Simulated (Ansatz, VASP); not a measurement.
Nb in VASP and in Ansatz

INCAR

```
  PREC = Accurate
  ENCUT = 520
  EDIFF = 1E-7
  ISMEAR = 1
  SIGMA = 0.1
  LREAL = False
  LASPH = True
  NELM = 60
  ALGO = Normal
  ISIF = 2
  LWAVE = False
  LCHARG = False
  GGA = PS
  NBANDS = 12
```

Contents of KPOINTS:

```
regular mesh
0
Gamma
  34 34 34
```

POSCAR

```
Nb
1.0
   -1.6353117940      1.6353117940      1.6353117940
    1.6353117940     -1.6353117940      1.6353117940
    1.6353117940      1.6353117940     -1.6353117940
Nb
1
Direct
    0.0000000000      0.0000000000      0.0000000000
```

Input for Ansatz:

```yaml
crystal:
  lattice:
    - [-1.635311794, 1.635311794, 1.635311794]
    - [1.635311794, -1.635311794, 1.635311794]
    - [1.635311794, 1.635311794, -1.635311794]
  atoms:
    - { symbol: Nb, position: [0.0, 0.0, 0.0] }
kpoints:
  mp_grid: { grid: [34, 34, 34] }
scf:
  occupations: { method: cold, width: 0.1 }
hamiltonian:
  xc: pbesol
  pseudopotentials: { kind: paw }
output:
  forces: true
  stress: true
  populations: false
```

Alike in both runs: task single point; functional PBEsol; k mesh 34 × 34 × 34; no spin polarisation.

|  | VASP | Ansatz |
| --- | --- | --- |
| version | VASP 6.6.1 | Ansatz 0.2.0 |
| potentials or method | VASP PAW PBE potentials, release 64 (Nb_sv) | plane-wave PAW, scalar-relativistic |
| plane-wave cutoff (eV) | 520 | 420 |
| occupations | methfessel-paxton of order 1, width 0.1 eV | cold, width 0.1 eV |
| valence electrons in the cell | 13 | 13 |

VASP gave:

```
pressure (GPa) : -0.2
```

Task: Which values does Ansatz return?

Result: Pressure (GPa): 0.1.

VASP's potentials were made for PBE, not for PBEsol.
